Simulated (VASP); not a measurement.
# Re (Fm-3m) in VASP: further runs

Re is run at these levels: LDA; tasks: electric field gradients.

Everything below comes from runs of VASP 6.6.1. Logs are shortened: lines on timing, memory, paths and dates and some standing lists are left out, and cuts for length are marked.

**1. The cell of the first run**

Symmetry: Fm-3m, No. 225, cubic system. Conventional cell: a = 3.870 Å, b = 3.870 Å, c = 3.870 Å, α = 90.00°, β = 90.00°, γ = 90.00°. Re (site symmetry m-3m) has 12 Re at 2.74 Å within 3.6 Å.

**2. Electric field gradients, LDA (volume scaled by 0.9405)**

File INCAR:

```
SYSTEM = Re
PREC = Accurate ; ENCUT = 520
EDIFF = 1E-8 ; ISMEAR = -1
SIGMA = 0.03 ; LREAL = .False.
LASPH = .True. ; NELM = 80
ALGO = Normal ; ISIF = 2
LWAVE = .False. ; LCHARG = .False.
GGA = CA ; LEFG = .True.
NBANDS = 10
```

File KPOINTS:

```
Automatic mesh
0
Gamma
  14 14 14
  0 0 0
```

File POSCAR:

```
Re
1.0
    0.0000000000      1.9350255327      1.9350255327
    1.9350255327      0.0000000000      1.9350255327
    1.9350255327      1.9350255327      0.0000000000
Re
1
Direct
    0.0000000000      0.0000000000      0.0000000000
```

Potentials or basis: VASP PAW LDA potentials, release 64 (Re).

The run is started by

```bash
cat potpaw_LDA.64/Re/POTCAR > POTCAR
mpirun -np 1 vasp_std > vasp.out
```

OUTCAR:

```text
SYSTEM = Re
   PREC = Accurate
   ENCUT = 520
   EDIFF = 1E-8
   ISMEAR = -1
   LREAL = .False.
   LASPH = .True.
   NELM = 80
   ISIF = 2
   GGA = CA

 ion  position               nearest neighbor table
   1  0.000  0.000  0.000-

  LATTYP: Found a face centered cubic cell.
 ALAT       =     3.8700510654

  Lattice vectors:

 A1 = (   0.0000000000,   1.9350255327,   1.9350255327)
 A2 = (   1.9350255327,   0.0000000000,   1.9350255327)
 A3 = (   1.9350255327,   1.9350255327,   0.0000000000)

Analysis of symmetry for initial positions (statically):
=====================================================================
 Subroutine PRICEL returns:
 Original cell was already a primitive cell.

 Routine SETGRP: Setting up the symmetry group for a
 face centered cubic supercell.

 Subroutine GETGRP returns: Found 48 space group operations
 (whereof 48 operations were pure point group operations)
 out of a pool of 48 trial point group operations.

The static configuration has the point symmetry O_h .

Analysis of symmetry for dynamics (positions and initial velocities):
=====================================================================
 Subroutine PRICEL returns:
 Original cell was already a primitive cell.

 Routine SETGRP: Setting up the symmetry group for a
 face centered cubic supercell.

 Subroutine GETGRP returns: Found 48 space group operations
 (whereof 48 operations were pure point group operations)
 out of a pool of 48 trial point group operations.

The dynamic configuration has the point symmetry O_h .

 Subroutine INISYM returns: Found 48 space group operations
 (whereof 48 operations are pure point group operations),
 and found     1 'primitive' translations

----------------------------------------------------------------------------------------

                                     Primitive cell

  volume of cell :      14.4907

  direct lattice vectors                    reciprocal lattice vectors
     0.000000000  1.935025533  1.935025533    -0.258394523  0.258394523  0.258394523
     1.935025533  0.000000000  1.935025533     0.258394523 -0.258394523  0.258394523
     1.935025533  1.935025533  0.000000000     0.258394523  0.258394523 -0.258394523

  length of vectors
     2.736539352  2.736539352  2.736539352     0.447552443  0.447552443  0.447552443

  position of ions in fractional coordinates (direct lattice)
     0.000000000  0.000000000  0.000000000

  ion indices of the primitive-cell ions
   primitive index   ion index
                 1           1

----------------------------------------------------------------------------------------

 KPOINTS: Automatic mesh

Automatic generation of k-mesh.
 Grid dimensions read from file:
 generate k-points for:   14   14   14

 Generating k-lattice:

  Cartesian coordinates                     Fractional coordinates (reciprocal lattice)
    -0.018456752  0.018456752  0.018456752     0.071428571  0.000000000  0.000000000
     0.018456752 -0.018456752  0.018456752     0.000000000  0.071428571  0.000000000
     0.018456752  0.018456752 -0.018456752     0.000000000  0.000000000  0.071428571

  Length of vectors
     0.031968032  0.031968032  0.031968032

  Shift w.r.t. Gamma in fractional coordinates (k-lattice)
     0.000000000  0.000000000  0.000000000

 Subroutine IBZKPT returns following result:
 ===========================================

 Found    104 irreducible k-points:

 Following reciprocal coordinates:
            Coordinates               Weight
  0.000000  0.000000  0.000000      1.000000
  0.071429  0.000000  0.000000      8.000000
  0.142857  0.000000  0.000000      8.000000
  0.214286  0.000000  0.000000      8.000000
  0.285714  0.000000  0.000000      8.000000
  0.357143  0.000000  0.000000      8.000000
[... 16 lines left out ...]
  0.214286  0.142857  0.000000     24.000000
  0.285714  0.142857  0.000000     24.000000
 [... further k-points ...]
   k-points           NKPTS =    104   k-points in BZ     NKDIM =    104   number of bands    NBANDS=     10
   number of dos      NEDOS =    301   number of ions     NIONS =      1
   total plane-waves  NPLWV =   8000
   dimension x,y,z NGX =    20 NGY =   20 NGZ =   20
   dimension x,y,z NGXF=    40 NGYF=   40 NGZF=   40
   ions per type =               1
   NGX,Y,Z   is equivalent  to a cutoff of  12.15, 12.15, 12.15 a.u.
   NGXF,Y,Z  is equivalent  to a cutoff of  24.30, 24.30, 24.30 a.u.
 SYSTEM =  Re
   PREC   = accura    normal or accurate (medium, high low for compatibility)
   ISTART =      0    job   : 0-new  1-cont  2-samecut
   ICHARG =      2    charge: 1-file 2-atom 10-const
   ISPIN  =      1    spin polarized calculation?
   LNONCOLLINEAR =      F non collinear calculations
   LSORBIT =      F    spin-orbit coupling
   LASPH  =      T    aspherical Exc in radial PAW
   ENCUT  =  520.0 eV  38.22 Ry    6.18 a.u.   5.09  5.09  5.09*2*pi/ulx,y,z
   NELM   =     80;   NELMIN=  2; NELMDL= -5     # of ELM steps
   EDIFF  = 0.1E-07   stopping-criterion for ELM
   LREAL  =      F    real-space projection
   EDIFFG = 0.1E-06   stopping-criterion for IOM
   NSW    =      0    number of steps for IOM
   IBRION =     -1    ionic relax: 0-MD 1-quasi-New 2-CG
   NFREE  =      0    steps in history (QN), initial steepest desc. (CG)
   ISIF   =      2    stress and relaxation
   ISYM   =      2    0-nonsym 1-usesym 2-fastsym
   POTIM  = 0.5000    time-step for ionic-motion
   TEBEG  =    0.0;   TEEND  =   0.0 temperature during run
   PSTRESS=    0.0 pullay stress
   NELECT =       7.0000    total number of electrons
   NUPDOWN=      -1.0000    fix difference up-down
   EMIN   =  10.00;   EMAX   =-10.00  energy-range for DOS
   EFERMI =   0.00;   METHOD = LEGACY
   ISMEAR =    -1;   SIGMA  =   0.03  broadening in eV -4-tet -1-fermi 0-gaus
   EFERMI_NEDOS =   21; number of points for ismear=-14 and -15
   IALGO  =     38    algorithm
   IMIX   =      4    mixing-type and parameters
     AMIX     =   0.40;   BMIX     =  1.00
     AMIX_MAG =   1.60;   BMIX_MAG =  1.00
  volume/ion in A,a.u.               =      14.49        97.79
  Fermi-wavevector in a.u.,A,eV,Ry     =   1.284530  2.427409 22.449838  1.650017
  Thomas-Fermi vector in A             =   2.416718
   LORBIT       =      0    0 simple, 1 ext, 2 COOP (PROOUT), +10 PAW based schemes
   GGA     = CA    functional components
   LHFCALC =     F    Hartree Fock is set to
   AEXX    =    0.0000 exact exchange contribution
   IVDW    =     0    specifies the selected vdW correction
   LEPSILON=     F    determine dielectric tensor
   LRPA    =     F    only Hartree local field effects (RPA)
 non-spin polarized calculation
  energy-cutoff  :      520.00
  volume of cell :       14.49
 maximum number of plane-waves:       399
   NGX = 11   NGY = 11   NGZ = 11

 number of electron       7.0000001 magnetization

 Free energy of the ion-electron system (eV)
  ---------------------------------------------------
  ext. energy  EPLUGINS =         0.00000000
  ---------------------------------------------------
  free energy    TOTEN  =       -13.69044260 eV

  energy without entropy =      -13.68757326  energy(sigma->0) =      -13.68900793

 E-fermi :   8.2965     XC(G=0): -13.9242

 val. band max:        8.2919466131   @ k =  -0.1429   0.1429   0.0000
 cond. band min:       8.3005591982   @ k =   0.1429   0.1429   0.0000
 fundamental gap:      0.0086125851
 Fermi energy:         8.2964713035

 k-point     1 :       0.0000    0.0000    0.0000
  band No.  band energies     occupation
      1      -1.8563      2.00000
      2       6.3346      2.00000
      3       6.3346      2.00000
      4       6.3346      2.00000
      5       9.5877      0.00000
      6       9.5877      0.00000
      7      22.2885      0.00000
      8      27.9951      0.00000
      9      27.9951      0.00000
     10      27.9951      0.00000

 k-point     2 :       0.0714    0.0000    0.0000
  band No.  band energies     occupation
      1      -1.6146      2.00000
      2       6.1725      2.00000
      3       6.4476      2.00000
      4       6.4476      2.00000
      5       9.4965      0.00000
      6       9.4965      0.00000
      7      22.7582      0.00000
      8      26.8761      0.00000
      9      28.4398      0.00000
     10      28.4398      0.00000
[... 274 lines left out ...]
 k-point    24 :       0.2857    0.1429    0.0000
  band No.  band energies     occupation
      1       1.0372      2.00000
      2       4.6300      2.00000
      3       6.6172      2.00000
      4       7.6117      2.00000
      5       9.1371      0.00000
      6      10.7341      0.00000
      7      23.9256      0.00000
      8      27.1825      0.00000
      9      29.5196      0.00000
     10      29.9957      0.00000

 [... further k-points ...]

------------------------ aborting loop because EDIFF is reached ----------------------------------------

  FORCE on cell =-STRESS in cart. coord.  units (eV):
  Direction    XX          YY          ZZ          XY          YZ          ZX
  --------------------------------------------------------------------------------------
  -------------------------------------------------------------------------------------
  Total       -0.1757783     -0.1757783     -0.1757783      0.0000000      0.0000000      0.0000000
  in kB      -19.4350577    -19.4350577    -19.4350577      0.0000000      0.0000000      0.0000000
  external PRESSURE =     -19.4350577 kB  Pullay stress =       0.0000000 kB

 VOLUME and BASIS-vectors are now :
 -----------------------------------------------------------------------------
  energy-cutoff  :      520.00
  volume of cell :       14.49
      direct lattice vectors                 reciprocal lattice vectors
     0.000000000  1.935025533  1.935025533    -0.258394523  0.258394523  0.258394523
     1.935025533  0.000000000  1.935025533     0.258394523 -0.258394523  0.258394523
     1.935025533  1.935025533  0.000000000     0.258394523  0.258394523 -0.258394523

 POSITION                                       TOTAL-FORCE (eV/Angst)
 -----------------------------------------------------------------------------------
      0.00000      0.00000      0.00000        -0.000000      0.000000     -0.000000
 -----------------------------------------------------------------------------------
    total drift:                                0.000000      0.000000     -0.000000

  FREE ENERGIE OF THE ION-ELECTRON SYSTEM (eV)
  ---------------------------------------------------
  free  energy   TOTEN  =       -13.6904425997 eV

  energy  without entropy=      -13.6875732589  energy(sigma->0) =      -13.68900793

 Electric field gradients (V/A^2)
---------------------------------------------------------------------
 ion       V_xx      V_yy      V_zz      V_xy      V_xz      V_yz
---------------------------------------------------------------------
   1      -0.000    -0.000     0.000    -0.000    -0.000    -0.000
---------------------------------------------------------------------

 Electric field gradients after diagonalization (V/A^2)
 (convention: |V_zz| > |V_xx| > |V_yy|)
----------------------------------------------------------------------
 ion       V_xx      V_yy      V_zz     asymmetry (V_yy - V_xx)/ V_zz
----------------------------------------------------------------------
   1       0.000     0.000    -0.000       0.000
----------------------------------------------------------------------

           NMR quadrupolar parameters

 Cq : quadrupolar parameter    Cq=e*Q*V_zz/h
 eta: asymmetry parameters     (V_yy - V_xx)/ V_zz
 Q  : nuclear electric quadrupole moment in mb (millibarn)
----------------------------------------------------------------------
 ion       Cq(MHz)       eta       Q (mb)
----------------------------------------------------------------------
   1      -0.000       0.000       1.000
----------------------------------------------------------------------
```

Wall time 23 s (1 thread of Intel Xeon 6975P-C, shared host); peak memory 0.13 GiB.

Results:

```yaml
Free_energy: -13.6904 eV
Pressure: -1.9 GPa
```

Caveat: without QUAD_EFG the Cq values of the log hold for a quadrupole moment of 1 mb, not for the nuclei; spin-orbit coupling is left out, which moves the levels of the heavy elements.

[end of part 1 of 2]
